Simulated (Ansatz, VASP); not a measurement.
## One calculation of Ni, two programs

File INCAR:

```
SYSTEM = Ni
AGGAC = 1.0
AGGAX = 1.0
ALDAC = 0.0
ALDAX = 1.0
ALGO = Normal
EDIFF = 1E-7
ENCUT = 520
GGA = B5
ISIF = 2
ISMEAR = -1
ISPIN = 2
LASPH = .TRUE.
LCHARG = .TRUE.
LELF = .TRUE.
LMAXMIX = 4
LORBIT = 11
LREAL = .FALSE.
LVHAR = .TRUE.
LWAVE = .FALSE.
MAGMOM = 2
NBANDS = 15
NELM = 150
PREC = Accurate
SIGMA = 0.1
```

The input KPOINTS:

```
k-points
0
G
  15 15 15
  0 0 0
```

File POSCAR:

```
Ni
1.0
   -1.3837150000      1.3837150000      1.3837150000
    1.3837150000     -1.3837150000      1.3837150000
    1.3837150000      1.3837150000     -1.3837150000
Ni
1
Direct
    0.0000000000      0.0000000000      0.0000000000
```

Input for Ansatz:

```yaml
crystal:
  lattice:
    - [-1.383715, 1.383715, 1.383715]
    - [1.383715, -1.383715, 1.383715]
    - [1.383715, 1.383715, -1.383715]
  atoms:
    - { symbol: Ni, position: [0.0, 0.0, 0.0] }
kpoints:
  mp_grid:
    grid: [15, 15, 15]
hamiltonian:
  xc: blyp
magnetization:
  spin_polarized: true
  per_species:
    Ni: 2.0
scf:
  occupations:
    method: fermi_dirac
output:
  forces: true
  stress: true
```

Alike in both runs: task single point; functional BLYP; k mesh 15 × 15 × 15; collinear spin.

|  | VASP | Ansatz |
| --- | --- | --- |
| version | VASP 6.6.1 | Ansatz 0.2.0 |
| potentials or method | VASP PAW PBE potentials, release 64 (Ni) | plane waves, PAW |
| plane-wave cutoff (eV) | 520 | 420 |
| occupations | fermi-dirac, width 0.1 eV | fermi-dirac |
| valence electrons in the cell | 10 | 18 |

Ansatz gave:

- pressure (GPa): 17.4
- net moment per atom (μB): 0.42
- size of the moment on the site where the two differ most (μB): 0.44

Estimate VASP's values.

pressure (GPa): 17.2; net moment per atom (μB): 0.39; size of the moment on the site where the two differ most (μB): 0.39.

VASP's potentials were made for PBE, not for BLYP. Site moments also hang on the region over which each program counts them. VASP's potentials hold 10 valence electrons a cell and Ansatz's 18, so a difference there can come from the potentials and not from the codes.
